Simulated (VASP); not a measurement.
A run of VASP 6.6.1:

Contents of POSCAR:

```
TePb
1.0
    0.0000000000      3.2665315505      3.2665315505
    3.2665315505      0.0000000000      3.2665315505
    3.2665315505      3.2665315505      0.0000000000
Te Pb
1 1
Direct
    0.0000000000      0.0000000000      0.0000000000
    0.5000000000      0.5000000000      0.5000000000
```

INCAR.step1

```
PREC     = Accurate       # precision mode
ENCUT    = 520            # plane-wave cutoff, eV
ISMEAR   = 0              # smearing method
SIGMA    = 0.02           # smearing width, eV
LREAL    = False          # projectors in reciprocal space
LASPH    = True           # aspherical terms in the spheres
NELM     = 80             # most SCF steps
NBANDS   = 17             # bands
GGA      = PE             # functional
ALGO     = Normal         # electronic algorithm
EDIFF    = 1E-4           # SCF threshold, eV
LWAVE    = True           # write WAVECAR
LCHARG   = False          # write CHGCAR
```

File INCAR.step2:

```
PREC     = Accurate       # precision mode
ENCUT    = 520            # plane-wave cutoff, eV
EDIFF    = 1E-7           # SCF threshold, eV
ISMEAR   = 0              # smearing method
SIGMA    = 0.02           # smearing width, eV
LREAL    = False          # projectors in reciprocal space
LASPH    = True           # aspherical terms in the spheres
NELM     = 80             # most SCF steps
ALGO     = Normal         # electronic algorithm
ISIF     = 2              # what is computed and relaxed
LWAVE    = False          # write WAVECAR
LCHARG   = True           # write CHGCAR
METAGGA  = R2SCAN         # meta-GGA
LMIXTAU  = True         
LELF     = True           # ELF
LVHAR    = True         
NBANDS   = 17             # bands
ISTART   = 1
```

KPOINTS

```
Automatic mesh
0
Gamma
  8 8 8
```

Potentials or basis: VASP PAW PBE potentials, release 64 (Te, Pb_d).

Command:

```sh
$ cat potpaw_PBE.64/Te/POTCAR potpaw_PBE.64/Pb_d/POTCAR > POTCAR
$ cp INCAR.step1 INCAR
$ mpirun -np 1 vasp_std > vasp.out
$ cp INCAR.step2 INCAR
$ mpirun -np 1 vasp_std > vasp.out
```

Hardware: 1 thread of Intel(R) Xeon(R) Platinum 8375C CPU @ 2.90GHz (Ice Lake), with other jobs on the host.

**Question.** How long does it take, and how much memory?

**Answer.** Run time: 2.3 min on 1 thread of Intel(R) Xeon(R) Platinum 8375C CPU @ 2.90GHz (Ice Lake), on a shared host, peak memory 0.23 GiB. Counts: k points 29.
